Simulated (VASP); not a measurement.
SrO, 2 atoms in the cell. It takes space group R-3m (No. 166, trigonal). Conventional cell: a = 3.652 Å, b = 3.652 Å, c = 8.813 Å, α = 90.00°, β = 90.00°, γ = 120.00°. Sr (site symmetry -3m) has 6 O at 2.57 Å within 3.4 Å. O (site symmetry -3m) has 6 Sr at 2.57 Å within 3.4 Å.  This cell differs from its parent crystal: equal xy, yz and zx shear strains of -1 %.

* Program: VASP 6.6.1
* Task: electric field gradients
* Functional: PBEsol
* Potentials or basis: VASP PAW PBE potentials, release 64 (Sr_sv, O)
* Cutoff: 520 eV
* k mesh: 8 × 8 × 8
* Occupations: fermi-dirac, width 0.03 eV
* Spin: no spin polarisation
* Dipole correction: no
* Further INCAR settings: ALGO = Normal; EDIFF = 1e-08; NBANDS = 15

Potentials or basis: VASP PAW PBE potentials, release 64 (Sr_sv, O).

Command:

```bash
$ cat potpaw_PBE.64/Sr_sv/POTCAR potpaw_PBE.64/O/POTCAR > POTCAR
$ mpirun -np 1 vasp_std > vasp.out
```

Hardware: 1 thread of AMD EPYC 9R45 96-Core Processor (Zen 5), on a shared host.

Q: How long does it take, and how much memory?

A: Wall time 24 s on 1 thread of AMD EPYC 9R45 96-Core Processor (Zen 5), on a shared host, peak memory 0.15 GiB. Counts: scf iterations 15, k points 65.
